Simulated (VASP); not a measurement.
Runs of VASP 6.6.1 on Ti3Al. The structure is that of space group Fm-3m (No. 225), or close to it. The cells are those of the table. 

| cell | gap on the mesh (eV) | pressure (GPa) |
| --- | --- | --- |
| a = 4.631 Å, angles 60.0°, 4 atoms | none | -8.5 |
| a = 4.660 Å, angles 60.0°, 4 atoms | none | -10.1 |
| a = 4.509 Å, angles 60.0°, 4 atoms | none | -0.4 |
| a = 4.570 Å, angles 60.0°, 4 atoms | none | (a) |

Alike in all rows: task single point; level PBEsol; potentials or basis VASP PAW PBE potentials, release 64 (Ti_sv, Al); no spin polarisation; k mesh 7 × 7 × 7; cutoff (eV) 520; smearing fermi-dirac 0.05 eV.

Question: Estimate the missing entries.

Answer: (a) -4.9.

Caveats: the PAW data sets were made with another functional, which shifts forces and pressure a little; the cell stands under tension (at least some runs).

A gap of «none» marks levels without a gap at the run's occupations.
